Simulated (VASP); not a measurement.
Here is a VASP 6.6.1 calculation.

File INCAR:

```
PREC = Accurate
ENCUT = 520
EDIFF = 1E-8
ISMEAR = -1
SIGMA = 0.03
LREAL = False
LASPH = True
NELM = 80
ALGO = Normal
ISIF = 2
LWAVE = False
LCHARG = False
GGA = PE
LEFG = True
NBANDS = 12
```

Contents of KPOINTS:

```
Automatic mesh
0
Gamma
  12 12 7
```

File POSCAR:

```
Sb
1.0
    3.4242395086      0.0000000000      0.0000000000
   -1.7121197543      2.9654784030      0.0000000000
    0.0000000000      0.0000000000      5.4173925818
Sb
2
Direct
    0.3333333333      0.6666666667      0.2500000000
    0.6666666667      0.3333333333      0.7500000000
```

Potentials or basis: VASP PAW PBE potentials, release 64 (Sb).

The run is started by

```sh
$ cat potpaw_PBE.64/Sb/POTCAR > POTCAR
$ mpirun -np 1 vasp_std > vasp.out
```

(1) What does it give for the pressure?

(2) Estimate the band gap on the k mesh.

Results:

(1) -0.4 GPa.

(2) zero (band 5 reaches 12.03 eV, above the bottom of band 6 at 5.50 eV).

Caveat: without QUAD_EFG the Cq values of the log hold for a quadrupole moment of 1 mb, not for the nuclei; spin-orbit coupling is left out, which moves the levels of the heavy elements.
